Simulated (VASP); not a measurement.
Runs of VASP 6.6.1 on LiCl. The structure is that of space group P6_3/mmc (No. 194), or close to it. The cells are those of the table. 

| task | cell | k mesh | cutoff (eV) | smearing | gap on the mesh (eV) | pressure (GPa) |
| --- | --- | --- | --- | --- | --- | --- |
| single point | a = 3.601, b = 3.601, c = 6.073 Å, angles 90.0, 90.0, 120.0°, 4 atoms | 6 × 6 × 4 | 520 | gaussian 0.02 eV | 6.23 | - |
| single point | a = 3.608, b = 3.608, c = 6.063 Å, angles 90.0, 90.0, 120.0°, 4 atoms | 6 × 6 × 4 | 520 | gaussian 0.1 eV | 6.23 | - |
| relaxation of cell and atoms | relaxed from a = 3.608, b = 3.608, c = 6.063 Å, angles 90.0, 90.0, 120.0°, 4 atoms | 6 × 6 × 4 | 600 | gaussian 0.02 eV | 6.26 | 0.0 |
| single point | a = 3.607, b = 6.063, c = 3.609 Å, angles 90.0, 119.9, 90.0°, 4 atoms | 4 × 4 × 4 | 520 | gaussian 0.1 eV | (a) | - |
| relaxation of cell and atoms | relaxed from a = 3.608, b = 3.608, c = 6.063 Å, angles 90.0, 90.0, 120.0°, 4 atoms | 6 × 6 × 4 | 600 | gaussian 0.1 eV | 6.23 | -0.2 |

Alike in all rows: level PBE; potentials or basis VASP PAW PBE potentials, release 64 (Li_sv, Cl); no spin polarisation.

Task: Estimate the missing entries.

Result: (a) 6.22.

Caveats: some runs use coarse meshes; the cutoff is under 1.25 times the usual one of these potentials, so pressure, stress and relaxed cells hold a basis-set (Pulay) error; the relaxation stopped at its first step, so nothing moved (some runs).

A k mesh can miss the band edges.
